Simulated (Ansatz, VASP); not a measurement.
One calculation of SnTe, two programs

Contents of INCAR:

```
SYSTEM = SnTe
PREC = Accurate
ENCUT = 500
EDIFF = 1E-6
ISMEAR = 0
SIGMA = 0.05
LREAL = .False.
LASPH = .True.
NELM = 120
ALGO = Normal
ISIF = 2
LWAVE = .False.
LCHARG = .False.
GGA = PE
NBANDS = 17
GGA_COMPAT = .False.
```

File KPOINTS:

```
Automatic mesh
0
Gamma
  5 5 5
  0 0 0
```

POSCAR

```
SnTe
1.0
    0.0000000000      3.0720787500      3.3145036160
    3.0720787500      0.0000000000      3.3145036160
    3.0720787500      3.0720787500      0.0000000000
Sn Te
1 1
Direct
    0.0000000000      0.0000000000      0.0000000000
    0.5000000000      0.5000000000      0.5000000000
```

Input for Ansatz:

```yaml
crystal:
  lattice:
    - [0.0, 3.07207875, 3.3145036160420775]
    - [3.07207875, 0.0, 3.3145036160420775]
    - [3.07207875, 3.07207875, 0.0]
  atoms:
    - { symbol: Sn, position: [0.0, 0.0, 0.0] }
    - { symbol: Te, position: [0.5, 0.5, 0.5] }
basis:
  ecutwfc: 510.0
kpoints:
  mp_grid:
    grid: [5, 5, 5]
hamiltonian:
  xc: pbe
scf:
  occupations:
    method: gaussian
    width: 0.05
output:
  stress: true
```

Alike in both runs: task single point; functional PBE; k mesh 5 × 5 × 5; occupations gaussian, width 0.05 eV; no spin polarisation.

```csv
,VASP,Ansatz
version,VASP 6.6.1,Ansatz 0.2.0
potentials or method,"VASP PAW PBE potentials, release 64 (Sn_d, Te), cutoff 500 eV","plane waves, PAW"
valence electrons in the cell,20,30
```

|  | VASP | Ansatz | Ansatz less VASP |
| --- | --- | --- | --- |
| pressure (GPa) | 2.9 | 3.0 | +0.04 |
| traceless stress, the component that is largest in VASP (GPa) | -6.00 | -5.99 | +0.007 |

The functional is the same, so the differences come from potentials, cutoffs and numerics. VASP's potentials hold 20 valence electrons a cell and Ansatz's 30, so a difference there can come from the potentials and not from the codes.

Spin-orbit coupling is off throughout.
